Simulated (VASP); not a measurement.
## PbSe: single point with PBEsol

The system is PbSe.

```
Pb Se
1.0
     3.78432    0.00000    0.00000
     0.00000    3.78432    0.00000
     0.00000    0.00000    3.78432
Pb Se
1 1
Direct
  0.00000 0.00000 0.00000
  0.50000 0.50000 0.50000
```

```
Program             : VASP 6.6.1
Task                : single point
Functional          : PBEsol
Potentials or basis : VASP PAW PBE potentials, release 64 (Pb_d, Se)
Cutoff              : 520 eV
k mesh              : 5 × 5 × 5
Occupations         : fermi-dirac, width 0.01 eV
Spin                : no spin polarisation
```

```json
{
  "Pressure": "-2.7 GPa",
  "Band gap on the k mesh": "0.15 eV, indirect (least direct gap 1.33 eV)"
}
```

Levels at points of the mesh, in eV from the valence-band top:
```tsv
k point	band 8	band 9	band 10	band 11	band 12	band 13
(0.00, 0.00, 0.00)	-1.45	-1.45	-1.45	5.06	5.06	6.04
```

Wall time 14 s on 1 thread of AMD EPYC 7R13 Processor (Zen 3), with other jobs on the host, peak memory 0.12 GiB.

Caveat: the PAW data sets were made with another functional, which shifts forces and pressure a little; spin-orbit coupling is left out, which moves the levels of the heavy elements. A k mesh can miss the band edges.
